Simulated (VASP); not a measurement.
# Al2InSb3 (P3m1) in VASP: single point with PBE

Aim: the single point of Al2InSb3 with PBE.

All numbers are computed with VASP 6.6.1; they aren't measurements. Logs are shortened: lines on timing, memory, paths and dates and some standing lists are left out, and cuts for length are marked.

## 1. The cell of the first run

The structure is trigonal, space group P3m1 (No. 156). Conventional cell: a = 4.481 Å, b = 4.481 Å, c = 22.174 Å, α = 90.00°, β = 90.00°, γ = 120.00°. Within 3.6 Å of Al (site symmetry 3m) lie 4 Sb at 2.71 to 2.73 Å. Al (site symmetry 3m) has 4 Sb at 2.70 to 2.72 Å within 3.6 Å. Within 3.6 Å of Al (site symmetry 3m) lie 4 Sb at 2.71 to 2.73 Å. Al (site symmetry 3m) has 4 Sb at 2.70 to 2.73 Å within 3.6 Å. In (site symmetry 3m) has 4 Sb at 2.81 to 2.87 Å within 3.7 Å. Within 3.7 Å of In (site symmetry 3m) lie 4 Sb at 2.81 to 2.87 Å. Sb (site symmetry 3m) has 3 Al at 2.73 Å and 1 In at 2.87 Å within 3.6 Å. Sb (site symmetry 3m) has 4 Al at 2.71 to 2.73 Å within 3.6 Å.

## 2. Single point, PBE

File INCAR:

```
SYSTEM = Al2InSb3
ALGO     = Normal         ! electronic algorithm
EDIFF    = 1E-6           ! SCF threshold, eV
ENCUT    = 520            ! plane-wave cutoff, eV
GGA      = PE             ! functional
ISIF     = 2              ! what is computed and relaxed
ISMEAR   = 0              ! smearing method
LASPH    = .True.         ! aspherical terms in the spheres
LCHARG   = .False.        ! write CHGCAR
LREAL    = .False.        ! projectors in reciprocal space
LWAVE    = .False.        ! write WAVECAR
NBANDS   = 46             ! bands
NELM     = 80             ! most SCF steps
PREC     = Accurate       ! precision mode
SIGMA    = 0.1            ! smearing width, eV
```

File KPOINTS:

```
k-points
0
Gamma
  6 6 1
  0 0 0
```

File POSCAR:

```
Al2InSb3
1.0
    4.4806175000      0.0000000000      0.0000000000
   -2.2403087000      3.8803285000      0.0000000000
    0.0000000000      0.0000000000     22.1742448000
Al In Sb
4 2 6
Direct
    0.0000000000      0.0000000000      0.5001110000
    0.6666667000      0.3333333000      0.9997310000
    0.6666667000      0.3333333000      0.3384050000
    0.6666667000      0.3333333000      0.6614260000
    0.0000000000      0.0000000000      0.1703830000
    0.0000000000      0.0000000000      0.8319460000
    0.0000000000      0.0000000000      0.2996090000
    0.0000000000      0.0000000000      0.6223290000
    0.0000000000      0.0000000000      0.9611880000
    0.6666667000      0.3333333000      0.1213840000
    0.6666667000      0.3333333000      0.4607150000
    0.6666667000      0.3333333000      0.7829720000
```

Potentials or basis: VASP PAW PBE potentials, release 64 (Al, In_d, Sb).

The run is started by

```console
> cat potpaw_PBE.64/Al/POTCAR potpaw_PBE.64/In_d/POTCAR potpaw_PBE.64/Sb/POTCAR > POTCAR
> mpirun -np 1 vasp_std > vasp.out
```

OUTCAR:

```text
SYSTEM = Al2InSb3
   EDIFF = 1E-6
   ENCUT = 520
   GGA = PE
   ISIF = 2
   ISMEAR = 0
   LASPH = .True.
   LREAL = .False.
   NELM = 80
   PREC = Accurate

 ion  position               nearest neighbor table
   1  0.000  0.000  0.500-   8 2.71  11 2.73  11 2.73  11 2.73
   2  0.667  0.333  1.000-  10 2.70   9 2.72   9 2.72   9 2.72
   3  0.667  0.333  0.338-  11 2.71   7 2.73   7 2.73   7 2.73
   4  0.667  0.333  0.661-  12 2.70   8 2.73   8 2.73   8 2.73
   5  0.000  0.000  0.170-  10 2.81  10 2.81  10 2.81   7 2.87
   6  0.000  0.000  0.832-  12 2.81  12 2.81  12 2.81   9 2.87
   7  0.000  0.000  0.300-   3 2.73   3 2.73   3 2.73   5 2.87
   8  0.000  0.000  0.622-   1 2.71   4 2.73   4 2.73   4 2.73
   9  0.000  0.000  0.961-   2 2.72   2 2.72   2 2.72   6 2.87
  10  0.667  0.333  0.121-   2 2.70   5 2.81   5 2.81   5 2.81
  11  0.667  0.333  0.461-   3 2.71   1 2.73   1 2.73   1 2.73
  12  0.667  0.333  0.783-   4 2.70   6 2.81   6 2.81   6 2.81

  LATTYP: Found a hexagonal cell.
 ALAT       =     4.4806175000
 C/A-ratio  =     4.9489260799

  Lattice vectors:

 A1 = (   4.4806175000,   0.0000000000,   0.0000000000)
 A2 = (  -2.2403087000,   3.8803285000,   0.0000000000)
 A3 = (   0.0000000000,   0.0000000000,  22.1742448000)

Analysis of symmetry for initial positions (statically):
=====================================================================
 Subroutine PRICEL returns:
 Original cell was already a primitive cell.

 Routine SETGRP: Setting up the symmetry group for a
 hexagonal supercell.

 Subroutine GETGRP returns: Found  6 space group operations
 (whereof  6 operations were pure point group operations)
 out of a pool of 24 trial point group operations.

The static configuration has the point symmetry C_3v.

Analysis of symmetry for dynamics (positions and initial velocities):
=====================================================================
 Subroutine PRICEL returns:
 Original cell was already a primitive cell.

 Routine SETGRP: Setting up the symmetry group for a
 hexagonal supercell.

 Subroutine GETGRP returns: Found  6 space group operations
 (whereof  6 operations were pure point group operations)
 out of a pool of 24 trial point group operations.

The dynamic configuration has the point symmetry C_3v.

 Subroutine INISYM returns: Found  6 space group operations
 (whereof  6 operations are pure point group operations),
 and found     1 'primitive' translations

----------------------------------------------------------------------------------------

                                     Primitive cell

  volume of cell :     385.5274

  direct lattice vectors                    reciprocal lattice vectors
     4.480617500  0.000000000  0.000000000     0.223183523  0.128855067  0.000000000
    -2.240308700  3.880328500  0.000000000     0.000000000  0.257710140  0.000000000
     0.000000000  0.000000000 22.174244800     0.000000000  0.000000000  0.045097364

  length of vectors
     4.480617500  4.480617406 22.174244800     0.257710134  0.257710140  0.045097364

  position of ions in fractional coordinates (direct lattice)
     0.000000000  0.000000000  0.500111000
     0.666666700  0.333333300  0.999731000
     0.666666700  0.333333300  0.338405000
     0.666666700  0.333333300  0.661426000
     0.000000000  0.000000000  0.170383000
     0.000000000  0.000000000  0.831946000
     0.000000000  0.000000000  0.299609000
     0.000000000  0.000000000  0.622329000
     0.000000000  0.000000000  0.961188000
     0.666666700  0.333333300  0.121384000
     0.666666700  0.333333300  0.460715000
     0.666666700  0.333333300  0.782972000

  ion indices of the primitive-cell ions
   primitive index   ion index
                 1           1
                 2           2
                 3           3
                 4           4
                 5           5
                 6           6
                 7           7
                 8           8
                 9           9
                10          10
                11          11
                12          12

----------------------------------------------------------------------------------------

 KPOINTS: k-points

Automatic generation of k-mesh.
 Grid dimensions read from file:
 generate k-points for:    6    6    1

 Generating k-lattice:

  Cartesian coordinates                     Fractional coordinates (reciprocal lattice)
     0.037197254  0.021475844  0.000000000     0.166666667  0.000000000  0.000000000
     0.000000000  0.042951690  0.000000000     0.000000000  0.166666667  0.000000000
     0.000000000  0.000000000  0.045097364     0.000000000  0.000000000  1.000000000

  Length of vectors
     0.042951689  0.042951690  0.045097364

  Shift w.r.t. Gamma in fractional coordinates (k-lattice)
     0.000000000  0.000000000  0.000000000

 Subroutine IBZKPT returns following result:
 ===========================================

 Found      7 irreducible k-points:

 Following reciprocal coordinates:
            Coordinates               Weight
  0.000000  0.000000  0.000000      1.000000
  0.166667 -0.000000  0.000000      6.000000
  0.333333  0.000000  0.000000      6.000000
  0.500000  0.000000  0.000000      3.000000
  0.166667  0.166667  0.000000      6.000000
  0.333333  0.166667  0.000000     12.000000
  0.333333  0.333333  0.000000      2.000000
   k-points           NKPTS =      7   k-points in BZ     NKDIM =      7   number of bands    NBANDS=     46
   number of dos      NEDOS =    301   number of ions     NIONS =     12
   total plane-waves  NPLWV = 217728
   dimension x,y,z NGX =    36 NGY =   36 NGZ =  168
   dimension x,y,z NGXF=    72 NGYF=   72 NGZF=  336
   ions per type =               4   2   6
   NGX,Y,Z   is equivalent  to a cutoff of  13.36, 13.36, 12.60 a.u.
   NGXF,Y,Z  is equivalent  to a cutoff of  26.71, 26.71, 25.19 a.u.
 SYSTEM =  Al2InSb3
   PREC   = accura    normal or accurate (medium, high low for compatibility)
   ISTART =      0    job   : 0-new  1-cont  2-samecut
   ICHARG =      2    charge: 1-file 2-atom 10-const
   ISPIN  =      1    spin polarized calculation?
   LNONCOLLINEAR =      F non collinear calculations
   LSORBIT =      F    spin-orbit coupling
   LASPH  =      T    aspherical Exc in radial PAW
   ENCUT  =  520.0 eV  38.22 Ry    6.18 a.u.   8.33  8.33 41.23*2*pi/ulx,y,z
   NELM   =     80;   NELMIN=  2; NELMDL= -5     # of ELM steps
   EDIFF  = 0.1E-05   stopping-criterion for ELM
   LREAL  =      F    real-space projection
   EDIFFG = 0.1E-04   stopping-criterion for IOM
   NSW    =      0    number of steps for IOM
   IBRION =     -1    ionic relax: 0-MD 1-quasi-New 2-CG
   NFREE  =      0    steps in history (QN), initial steepest desc. (CG)
   ISIF   =      2    stress and relaxation
   ISYM   =      2    0-nonsym 1-usesym 2-fastsym
   POTIM  = 0.5000    time-step for ionic-motion
   TEBEG  =    0.0;   TEEND  =   0.0 temperature during run
   PSTRESS=    0.0 pullay stress
   NELECT =      68.0000    total number of electrons
   NUPDOWN=      -1.0000    fix difference up-down
   EMIN   =  10.00;   EMAX   =-10.00  energy-range for DOS
   EFERMI =   0.00;   METHOD = LEGACY
   ISMEAR =     0;   SIGMA  =   0.10  broadening in eV -4-tet -1-fermi 0-gaus
   EFERMI_NEDOS =   21; number of points for ismear=-14 and -15
   IALGO  =     38    algorithm
   IMIX   =      4    mixing-type and parameters
     AMIX     =   0.40;   BMIX     =  1.00
     AMIX_MAG =   1.60;   BMIX_MAG =  1.00
  volume/ion in A,a.u.               =      32.13       216.81
  Fermi-wavevector in a.u.,A,eV,Ry     =   0.918106  1.734968 11.468599  0.842918
  Thomas-Fermi vector in A             =   2.043150
   LORBIT       =      0    0 simple, 1 ext, 2 COOP (PROOUT), +10 PAW based schemes
   GGA     = PE    functional components
   LHFCALC =     F    Hartree Fock is set to
   AEXX    =    0.0000 exact exchange contribution
   IVDW    =     0    specifies the selected vdW correction
   LEPSILON=     F    determine dielectric tensor
   LRPA    =     F    only Hartree local field effects (RPA)
 non-spin polarized calculation
 Gauss-broadening in eV      SIGMA  =   0.10
  energy-cutoff  :      520.00
  volume of cell :      385.53
 maximum number of plane-waves:     10429
 NGX is ok and might be reduce to    36
   NGX = 17   NGY = 17   NGZ = 83

 number of electron      68.0000000 magnetization

 Free energy of the ion-electron system (eV)
  ---------------------------------------------------
  ext. energy  EPLUGINS =         0.00000000
  ---------------------------------------------------
  free energy    TOTEN  =       -46.39900643 eV

  energy without entropy =      -46.39894548  energy(sigma->0) =      -46.39897596

 E-fermi :   4.9141     XC(G=0):  -8.4644

 val. band max:        4.6990041036   @ k =   0.0000   0.0000   0.0000
 cond. band min:       5.1203571514   @ k =   0.0000   0.0000   0.0000
 fundamental gap:      0.4213530478
 Fermi energy:         4.9141140535

 k-point     1 :       0.0000    0.0000    0.0000
  band No.  band energies     occupation
      1      -9.8606      2.00000
      2      -9.8533      2.00000
      3      -9.8432      2.00000
      4      -9.8432      2.00000
      5      -9.8359      2.00000
      6      -9.8359      2.00000
[... 38 lines left out ...]
     45       7.6526      0.00000
     46       7.6725      0.00000

 k-point     2 :       0.1667   -0.0000    0.0000
  band No.  band energies     occupation
      1      -9.8706      2.00000
      2      -9.8633      2.00000
      3      -9.8397      2.00000
      4      -9.8372      2.00000
      5      -9.8323      2.00000
      6      -9.8299      2.00000
[... 38 lines left out ...]
     45       8.0547      0.00000
     46       8.1731      0.00000

 k-point     3 :       0.3333    0.0000    0.0000
  band No.  band energies     occupation
      1      -9.8931      2.00000
      2      -9.8859      2.00000
      3      -9.8305      2.00000
      4      -9.8271      2.00000
      5      -9.8232      2.00000
      6      -9.8198      2.00000
[... 38 lines left out ...]
     45       8.2084      0.00000
     46       8.4162      0.00000

 k-point     4 :       0.5000    0.0000    0.0000
  band No.  band energies     occupation
      1      -9.9045      2.00000
      2      -9.8972      2.00000
      3      -9.8261      2.00000
      4      -9.8231      2.00000
      5      -9.8188      2.00000
      6      -9.8159      2.00000
[... 38 lines left out ...]
     45       7.7972      0.00000
     46       8.1557      0.00000

 k-point     5 :       0.1667    0.1667    0.0000
  band No.  band energies     occupation
      1      -9.8855      2.00000
      2      -9.8782      2.00000
      3      -9.8360      2.00000
      4      -9.8287      2.00000
      5      -9.8280      2.00000
      6      -9.8207      2.00000
[... 38 lines left out ...]
     45       8.0090      0.00000
     46       8.2250      0.00000

 k-point     6 :       0.3333    0.1667    0.0000
  band No.  band energies     occupation
      1      -9.8999      2.00000
      2      -9.8927      2.00000
      3      -9.8288      2.00000
      4      -9.8241      2.00000
      5      -9.8215      2.00000
      6      -9.8168      2.00000
[... 38 lines left out ...]
     45       8.1382      0.00000
     46       8.3044      0.00000

 k-point     7 :       0.3333    0.3333    0.0000
  band No.  band energies     occupation
      1      -9.9008      2.00000
      2      -9.8936      2.00000
      3      -9.8270      2.00000
      4      -9.8254      2.00000
      5      -9.8198      2.00000
      6      -9.8181      2.00000
[... 38 lines left out ...]
     45       9.3323      0.00000
     46       9.4309      0.00000

------------------------ aborting loop because EDIFF is reached ----------------------------------------

  FORCE on cell =-STRESS in cart. coord.  units (eV):
  Direction    XX          YY          ZZ          XY          YZ          ZX
  --------------------------------------------------------------------------------------
  -------------------------------------------------------------------------------------
  Total        0.2343414      0.2343414      0.1024566      0.0000000      0.0000000      0.0000000
  in kB        0.9738776      0.9738776      0.4257898      0.0000000      0.0000000      0.0000000
  external PRESSURE =       0.7911817 kB  Pullay stress =       0.0000000 kB

 VOLUME and BASIS-vectors are now :
 -----------------------------------------------------------------------------
  energy-cutoff  :      520.00
  volume of cell :      385.53
      direct lattice vectors                 reciprocal lattice vectors
     4.480617500  0.000000000  0.000000000     0.223183523  0.128855067  0.000000000
    -2.240308700  3.880328500  0.000000000     0.000000000  0.257710140  0.000000000
     0.000000000  0.000000000 22.174244800     0.000000000  0.000000000  0.045097364

 POSITION                                       TOTAL-FORCE (eV/Angst)
 -----------------------------------------------------------------------------------
      0.00000      0.00000     11.08958         0.000000      0.000000     -0.001625
      2.24031      1.29344     22.16828         0.000000     -0.000000     -0.002346
      2.24031      1.29344      7.50388         0.000000     -0.000000      0.005944
      2.24031      1.29344     14.66662         0.000000     -0.000000      0.009032
      0.00000      0.00000      3.77811         0.000000     -0.000000     -0.006490
      0.00000      0.00000     18.44777         0.000000     -0.000000     -0.005542
      0.00000      0.00000      6.64360         0.000000     -0.000000     -0.009139
      0.00000      0.00000     13.79968         0.000000      0.000000      0.003707
      0.00000      0.00000     21.31362         0.000000     -0.000000     -0.009419
      2.24031      1.29344      2.69160        -0.000000      0.000000      0.017308
      2.24031      1.29344     10.21601         0.000000     -0.000000     -0.010683
      2.24031      1.29344     17.36181        -0.000000     -0.000000      0.009253
 -----------------------------------------------------------------------------------
    total drift:                               -0.000076      0.000047      0.004499

  FREE ENERGIE OF THE ION-ELECTRON SYSTEM (eV)
  ---------------------------------------------------
  free  energy   TOTEN  =       -46.3990064324 eV

  energy  without entropy=      -46.3989454842  energy(sigma->0) =      -46.39897596
```

Run time: 4.9 min. Hardware: 1 thread of Intel Xeon 8259CL, shared host; peak memory 0.55 GiB.

What came out:

```
Free energy            : -46.3990 eV
Pressure               : 0.1 GPa
Largest force          : 0.017 eV/Å
Band gap on the k mesh : 0.42 eV, direct
```

Forces on the atoms (eV/Å):
```
Al   0.000  0.000 -0.002
Al   0.000  0.000 -0.002
Al   0.000  0.000  0.006
Al   0.000  0.000  0.009
In   0.000  0.000 -0.006
In   0.000  0.000 -0.006
Sb   0.000  0.000 -0.009
Sb   0.000  0.000  0.004
Sb   0.000  0.000 -0.009
Sb   0.000  0.000  0.017
Sb   0.000  0.000 -0.011
Sb   0.000  0.000  0.009
```

Caveat: spin-orbit coupling is left out, which moves the levels of the heavy elements. A k mesh can miss the band edges.
